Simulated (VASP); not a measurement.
Wanted: the native input for a VASP 6.6.1 run.

| Quantity | Value |
| --- | --- |
| Task | single point |
| Functional | PBE |
| Potentials or basis | VASP PAW PBE potentials, release 64 (Ru_pv) |
| Cutoff | 520 eV |
| k mesh | 14 × 14 × 14 |
| Occupations | fermi-dirac, width 0.05 eV |
| Spin | collinear spin, ferromagnetic start |
| Starting moments | [1.0] μB |
| Dipole correction | no |
| Further INCAR settings | ALGO = Normal; EDIFF = 1e-06; NBANDS = 17 |

The structure of Ru lies in POSCAR:

```
Ru
1.0
    2.6076189370      0.0000000000      0.0000000000
    0.0000000000      2.6076189370      0.0000000000
    0.0000000000      0.0000000000      2.6076189370
Ru
1
Direct
    0.0000000000      0.0000000000      0.0000000000
```

This cell differs from its parent crystal: volume scaled by 1.12.

The input as run:

INCAR

```
  PREC = Accurate
  ENCUT = 520
  EDIFF = 1E-6
  ISMEAR = -1
  SIGMA = 0.05
  LREAL = False
  LASPH = True
  NELM = 150
  ALGO = Normal
  ISIF = 2
  LWAVE = False
  LCHARG = False
  ISPIN = 2
  MAGMOM = 1
  LORBIT = 11
  LMAXMIX = 4
  GGA = PE
  NBANDS = 17
```

KPOINTS

```
regular mesh
0
Gamma
  14 14 14
```

Potentials or basis: VASP PAW PBE potentials, release 64 (Ru_pv).

Command:

```sh
$ cat potpaw_PBE.64/Ru_pv/POTCAR > POTCAR
$ mpirun -np 1 vasp_std > vasp.out
```

Results of the run:

```
Pressure                                              : -18.9 GPa
Band gap on the k mesh                                : zero (filled and empty bands overlap)
Net moment                                            : 0.00 μB per cell
Valence electrons inside the program's atomic spheres : Ru 12.50
```

Wall time 23 s on 1 thread of Intel(R) Xeon(R) 6975P-C (Granite Rapids) (shared host), peak memory 0.17 GiB.
